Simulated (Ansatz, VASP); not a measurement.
**BeS: VASP beside Ansatz**

```
Be S
1.0
     0.00000    2.27523    2.27523
     2.27523    0.00000    2.27523
     2.27523    2.27523    0.00000
Be S
1 1
Direct
  0.00000 0.00000 0.00000
  0.50000 0.50000 0.50000
```

Change from the starting cell: volume scaled by 0.95, PAW files.

Alike in both runs: task electric field gradients; functional PBE; k mesh 13 × 13 × 13; occupations fermi-dirac, width 0.08 eV; no spin polarisation.

|  | VASP | Ansatz |
| --- | --- | --- |
| version | VASP 6.6.1 | Ansatz 0.2.0 |
| potentials or method | VASP PAW PBE potentials, release 64 (Be, S) | PAW with Ansatz's default frozen-core files, scalar-relativistic |
| plane-wave cutoff (eV) | 520 | 420 |
| valence electrons in the cell | 8 | 8 |

|  | VASP | Ansatz | Ansatz less VASP |
| --- | --- | --- | --- |
| pressure (GPa) | 6.0 | 6.1 | +0.09 |

The functional is the same, so the differences come from potentials, cutoffs and numerics.
